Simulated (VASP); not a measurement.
# MgPt2O3 (P-3m1) in VASP: further runs

MgPt2O3 is run at these levels: PBEsol, r2SCAN+rVV10; tasks: single point, relaxation of cell and atoms.

Program: VASP 6.6.1. These are calculated values, not measurements. Logs are shortened: lines on timing, memory, paths and dates and some standing lists are left out, and cuts for length are marked.

**1. The cell of the first run**

Symmetry: P-3m1, No. 164, trigonal system. Conventional cell: a = 3.029 Å, b = 3.029 Å, c = 8.257 Å, α = 90.00°, β = 90.00°, γ = 120.00°. Mg (site symmetry -3m) has 6 O at 2.08 Å within 2.7 Å. Pt (site symmetry 3m) has 6 O at 2.29 to 2.33 Å and 6 Pt at 3.03 Å and 3 Mg at 3.18 Å within 3.2 Å. Within 2.7 Å of O (site symmetry 3m) lie 3 Mg at 2.08 Å and 3 Pt at 2.33 Å. Within 3.1 Å of O (site symmetry -3m) lie 6 Pt at 2.29 Å and 6 O at 3.03 Å.

**2. Single point, PBEsol**

The input, INCAR:

```
PREC     = Accurate       # precision mode
ENCUT    = 600            # plane-wave cutoff, eV
EDIFF    = 1E-6           # SCF threshold, eV
ISMEAR   = -1             # smearing method
SIGMA    = 0.03           # smearing width, eV
LREAL    = False          # projectors in reciprocal space
LASPH    = True           # aspherical terms in the spheres
NELM     = 120            # most SCF steps
ALGO     = Normal         # electronic algorithm
ISIF     = 2              # what is computed and relaxed
LWAVE    = False          # write WAVECAR
LCHARG   = True           # write CHGCAR
GGA      = PS             # functional
LELF     = True           # ELF
LVHAR    = True         
NBANDS   = 29             # bands
GGA_COMPAT= False
```

The input, KPOINTS:

```
regular mesh
0
Gamma
  9 9 4
```

The input, POSCAR:

```
MgPt2O3
1.0
    3.0291729838      0.0000000000      0.0000000000
   -1.5145864919      2.6233407564      0.0000000000
    0.0000000000      0.0000000000      8.2569979046
Mg Pt O
1 2 3
Direct
    0.0000000000      0.0000000000      0.0000000000
    0.3333333333      0.6666666667      0.6788435004
    0.6666666667      0.3333333333      0.3211564996
    0.3333333333      0.6666666667      0.1352571981
    0.6666666667      0.3333333333      0.8647428019
    0.0000000000      0.0000000000      0.5000000000
```

Potentials or basis: VASP PAW PBE potentials, release 64 (Mg, Pt, O).

The run is started by

```
$ cat potpaw_PBE.64/Mg/POTCAR potpaw_PBE.64/Pt/POTCAR potpaw_PBE.64/O/POTCAR > POTCAR
$ mpirun -np 1 vasp_std > vasp.out
```

OUTCAR:

```text
PREC = Accurate
   ENCUT = 600
   EDIFF = 1E-6
   ISMEAR = -1
   LREAL = False
   LASPH = True
   NELM = 120
   ISIF = 2
   GGA = PS

 ion  position               nearest neighbor table
   1  0.000  0.000  0.000-   4 2.08   5 2.08   4 2.08   5 2.08   5 2.08   4 2.08   2 3.18   3 3.18
                             2 3.18   3 3.18   2 3.18   3 3.18
   2  0.333  0.667  0.679-   6 2.29   6 2.29   6 2.29   5 2.33   5 2.33   5 2.33   1 3.18   1 3.18
                             1 3.18   3 3.43   3 3.43   3 3.43
   3  0.667  0.333  0.321-   6 2.29   6 2.29   6 2.29   4 2.33   4 2.33   4 2.33   1 3.18   1 3.18
                             1 3.18   2 3.43   2 3.43   2 3.43
   4  0.333  0.667  0.135-   1 2.08   1 2.08   1 2.08   3 2.33   3 2.33   3 2.33
   5  0.667  0.333  0.865-   1 2.08   1 2.08   1 2.08   2 2.33   2 2.33   2 2.33
   6  0.000  0.000  0.500-   2 2.29   3 2.29   2 2.29   3 2.29   3 2.29   2 2.29

  LATTYP: Found a hexagonal cell.
 ALAT       =     3.0291729838
 C/A-ratio  =     2.7258258108

  Lattice vectors:

 A1 = (   3.0291729838,   0.0000000000,   0.0000000000)
 A2 = (  -1.5145864919,   2.6233407564,   0.0000000000)
 A3 = (   0.0000000000,   0.0000000000,   8.2569979046)

Analysis of symmetry for initial positions (statically):
=====================================================================
 Subroutine PRICEL returns:
 Original cell was already a primitive cell.

 Routine SETGRP: Setting up the symmetry group for a
 hexagonal supercell.

 Subroutine GETGRP returns: Found 12 space group operations
 (whereof 12 operations were pure point group operations)
 out of a pool of 24 trial point group operations.

The static configuration has the point symmetry D_3d.

Analysis of symmetry for dynamics (positions and initial velocities):
=====================================================================
 Subroutine PRICEL returns:
 Original cell was already a primitive cell.

 Routine SETGRP: Setting up the symmetry group for a
 hexagonal supercell.

 Subroutine GETGRP returns: Found 12 space group operations
 (whereof 12 operations were pure point group operations)
 out of a pool of 24 trial point group operations.

The dynamic configuration has the point symmetry D_3d.

 Subroutine INISYM returns: Found 12 space group operations
 (whereof 12 operations are pure point group operations),
 and found     1 'primitive' translations

----------------------------------------------------------------------------------------

                                     Primitive cell

  volume of cell :      65.6147

  direct lattice vectors                    reciprocal lattice vectors
     3.029172984  0.000000000  0.000000000     0.330123108  0.190596665  0.000000000
    -1.514586492  2.623340756  0.000000000     0.000000000  0.381193331  0.000000000
     0.000000000  0.000000000  8.256997905     0.000000000  0.000000000  0.121109392

  length of vectors
     3.029172984  3.029172984  8.256997905     0.381193331  0.381193331  0.121109392

  position of ions in fractional coordinates (direct lattice)
     0.000000000  0.000000000  0.000000000
     0.333333333  0.666666667  0.678843500
     0.666666667  0.333333333  0.321156500
     0.333333333  0.666666667  0.135257198
     0.666666667  0.333333333  0.864742802
     0.000000000  0.000000000  0.500000000

  ion indices of the primitive-cell ions
   primitive index   ion index
                 1           1
                 2           2
                 3           3
                 4           4
                 5           5
                 6           6

----------------------------------------------------------------------------------------

 KPOINTS: regular mesh

Automatic generation of k-mesh.
 Grid dimensions read from file:
 generate k-points for:    9    9    4

 Generating k-lattice:

  Cartesian coordinates                     Fractional coordinates (reciprocal lattice)
     0.036680345  0.021177407  0.000000000     0.111111111 -0.000000000  0.000000000
     0.000000000  0.042354815  0.000000000     0.000000000  0.111111111  0.000000000
     0.000000000  0.000000000  0.030277348     0.000000000  0.000000000  0.250000000

  Length of vectors
     0.042354815  0.042354815  0.030277348

  Shift w.r.t. Gamma in fractional coordinates (k-lattice)
     0.000000000  0.000000000  0.000000000

 Subroutine IBZKPT returns following result:
 ===========================================

 Found     43 irreducible k-points:

 Following reciprocal coordinates:
            Coordinates               Weight
  0.000000  0.000000  0.000000      1.000000
  0.111111  0.000000  0.000000      6.000000
  0.222222  0.000000  0.000000      6.000000
  0.333333  0.000000  0.000000      6.000000
  0.444444  0.000000  0.000000      6.000000
  0.111111  0.111111  0.000000      6.000000
[... 16 lines left out ...]
  0.222222  0.111111  0.250000     12.000000
 -0.111111  0.333333  0.250000     12.000000
 [... further k-points ...]
   k-points           NKPTS =     43   k-points in BZ     NKDIM =     43   number of bands    NBANDS=     29
   number of dos      NEDOS =    301   number of ions     NIONS =      6
   total plane-waves  NPLWV =  40320
   dimension x,y,z NGX =    24 NGY =   24 NGZ =   70
   dimension x,y,z NGXF=    48 NGYF=   48 NGZF=  140
   ions per type =               1   2   3
   NGX,Y,Z   is equivalent  to a cutoff of  13.17, 13.17, 14.09 a.u.
   NGXF,Y,Z  is equivalent  to a cutoff of  26.34, 26.34, 28.19 a.u.
 SYSTEM =  unknown system
   PREC   = accura    normal or accurate (medium, high low for compatibility)
   ISTART =      0    job   : 0-new  1-cont  2-samecut
   ICHARG =      2    charge: 1-file 2-atom 10-const
   ISPIN  =      1    spin polarized calculation?
   LNONCOLLINEAR =      F non collinear calculations
   LSORBIT =      F    spin-orbit coupling
   LASPH  =      T    aspherical Exc in radial PAW
   ENCUT  =  600.0 eV  44.10 Ry    6.64 a.u.   6.05  6.05 16.49*2*pi/ulx,y,z
   NELM   =    120;   NELMIN=  2; NELMDL= -5     # of ELM steps
   EDIFF  = 0.1E-05   stopping-criterion for ELM
   LREAL  =      F    real-space projection
   EDIFFG = 0.1E-04   stopping-criterion for IOM
   NSW    =      0    number of steps for IOM
   IBRION =     -1    ionic relax: 0-MD 1-quasi-New 2-CG
   NFREE  =      0    steps in history (QN), initial steepest desc. (CG)
   ISIF   =      2    stress and relaxation
   ISYM   =      2    0-nonsym 1-usesym 2-fastsym
   POTIM  = 0.5000    time-step for ionic-motion
   TEBEG  =    0.0;   TEEND  =   0.0 temperature during run
   PSTRESS=    0.0 pullay stress
   NELECT =      40.0000    total number of electrons
   NUPDOWN=      -1.0000    fix difference up-down
   EMIN   =  10.00;   EMAX   =-10.00  energy-range for DOS
   EFERMI =   0.00;   METHOD = LEGACY
   ISMEAR =    -1;   SIGMA  =   0.03  broadening in eV -4-tet -1-fermi 0-gaus
   EFERMI_NEDOS =   21; number of points for ismear=-14 and -15
   IALGO  =     38    algorithm
   IMIX   =      4    mixing-type and parameters
     AMIX     =   0.40;   BMIX     =  1.00
     AMIX_MAG =   1.60;   BMIX_MAG =  1.00
  volume/ion in A,a.u.               =      10.94        73.80
  Fermi-wavevector in a.u.,A,eV,Ry     =   1.388123  2.623171 26.216855  1.926885
  Thomas-Fermi vector in A             =   2.512279
   LORBIT       =      0    0 simple, 1 ext, 2 COOP (PROOUT), +10 PAW based schemes
   GGA     = PS    functional components
   LHFCALC =     F    Hartree Fock is set to
   AEXX    =    0.0000 exact exchange contribution
   IVDW    =     0    specifies the selected vdW correction
   LEPSILON=     F    determine dielectric tensor
   LRPA    =     F    only Hartree local field effects (RPA)
 non-spin polarized calculation
  energy-cutoff  :      600.00
  volume of cell :       65.61
 maximum number of plane-waves:      2238
   NGX = 13   NGY = 13   NGZ = 33

 number of electron      40.0000018 magnetization

 Free energy of the ion-electron system (eV)
  ---------------------------------------------------
  ext. energy  EPLUGINS =         0.00000000
  ---------------------------------------------------
  free energy    TOTEN  =       -34.15466429 eV

  energy without entropy =      -34.14496278  energy(sigma->0) =      -34.14981353

 E-fermi :   7.3493     XC(G=0): -12.4745

 val. band max:        7.3484348153   @ k =   0.1111   0.0000   0.2500
 cond. band min:       7.3651037263   @ k =   0.2222   0.0000   0.0000
 fundamental gap:      0.0166689110
 Fermi energy:         7.3492912453

 k-point     1 :       0.0000    0.0000    0.0000
  band No.  band energies     occupation
      1     -12.4936      2.00000
      2     -11.8545      2.00000
      3     -11.1852      2.00000
      4      -0.7045      2.00000
      5       0.3553      2.00000
      6       2.0484      2.00000
[... 21 lines left out ...]
     28      21.3528      0.00000
     29      21.8509      0.00000

 k-point     2 :       0.1111    0.0000    0.0000
  band No.  band energies     occupation
      1     -12.3991      2.00000
      2     -11.7932      2.00000
      3     -11.1338      2.00000
      4      -0.5121      2.00000
      5       0.4077      2.00000
      6       1.9949      2.00000
[... 21 lines left out ...]
     28      20.4850      0.00000
     29      20.5814      0.00000

 k-point     3 :       0.2222    0.0000    0.0000
  band No.  band energies     occupation
      1     -12.1695      2.00000
      2     -11.6095      2.00000
      3     -11.0066      2.00000
      4      -0.1160      2.00000
      5       0.4959      2.00000
      6       1.5834      2.00000
[... 638 lines left out ...]
      5       0.4734      2.00000
      6       1.0382      2.00000
[... 21 lines left out ...]
     28      18.1256      0.00000
     29      18.7017      0.00000

 k-point    24 :      -0.1111    0.3333    0.2500
  band No.  band energies     occupation
      1     -12.0081      2.00000
      2     -11.4316      2.00000
      3     -10.9159      2.00000
      4       0.1624      2.00000
      5       0.5366      2.00000
      6       0.9504      2.00000
[... 21 lines left out ...]
     28      17.9371      0.00000
     29      18.9915      0.00000

 [... further k-points ...]

------------------------ aborting loop because EDIFF is reached ----------------------------------------

  FORCE on cell =-STRESS in cart. coord.  units (eV):
  Direction    XX          YY          ZZ          XY          YZ          ZX
  --------------------------------------------------------------------------------------
  -------------------------------------------------------------------------------------
  Total       -0.1321032     -0.1321032     -0.1370970     -0.0000000      0.0000000      0.0000000
  in kB       -3.2256924     -3.2256924     -3.3476299     -0.0000000      0.0000000      0.0000000
  external PRESSURE =      -3.2663382 kB  Pullay stress =       0.0000000 kB

 VOLUME and BASIS-vectors are now :
 -----------------------------------------------------------------------------
  energy-cutoff  :      600.00
  volume of cell :       65.61
      direct lattice vectors                 reciprocal lattice vectors
     3.029172984  0.000000000  0.000000000     0.330123108  0.190596665  0.000000000
    -1.514586492  2.623340756  0.000000000     0.000000000  0.381193331  0.000000000
     0.000000000  0.000000000  8.256997905     0.000000000  0.000000000  0.121109392

 POSITION                                       TOTAL-FORCE (eV/Angst)
 -----------------------------------------------------------------------------------
      0.00000      0.00000      0.00000         0.000000      0.000000      0.000000
     -0.00000      1.74889      5.60521        -0.000000      0.000000     -0.002418
      1.51459      0.87445      2.65179         0.000000     -0.000000      0.002418
     -0.00000      1.74889      1.11682        -0.000000      0.000000     -0.013089
      1.51459      0.87445      7.14018        -0.000000      0.000000      0.013089
      0.00000      0.00000      4.12850         0.000000      0.000000      0.000000
 -----------------------------------------------------------------------------------
    total drift:                               -0.000000      0.000000      0.000000

  FREE ENERGIE OF THE ION-ELECTRON SYSTEM (eV)
  ---------------------------------------------------
  free  energy   TOTEN  =       -34.1546642869 eV

  energy  without entropy=      -34.1449627764  energy(sigma->0) =      -34.14981353
```

Run time: 2.2 min. Hardware: 1 thread of Intel Xeon 8259CL, shared host; peak memory 0.26 GiB.

Results:

```yaml
Free_energy: -34.1547 eV
Pressure: -0.3 GPa
Largest_force: 0.013 eV/Å
Band_gap_on_the_k_mesh: zero (bands 20 and 21 overlap by 0.95 eV)
```

Forces in eV/Å, atoms in the order of the input:
```
Mg   0.000  0.000  0.000
Pt   0.000  0.000 -0.002
Pt   0.000  0.000  0.002
O    0.000  0.000 -0.013
O    0.000  0.000  0.013
O    0.000  0.000  0.000
```

Levels at points of the mesh, in eV from the Fermi level:
```tsv
k point	band 16	band 17	band 18	band 19	band 20	band 21	band 22	band 23	band 24	band 25
(0.00, 0.00, 0.00)	-2.19	-1.86	-1.86	-0.92	-0.92	-0.44	0.66	0.66	3.02	4.61
(0.00, 0.00, 0.50)	-2.20	-1.88	-1.88	-0.72	-0.72	0.58	0.58	0.63	1.73	5.22
```

Caveat: the PAW data sets were made with another functional, which shifts forces and pressure a little; spin-orbit coupling is left out, which moves the levels of the heavy elements.

(Continued in part 2 of 3.)
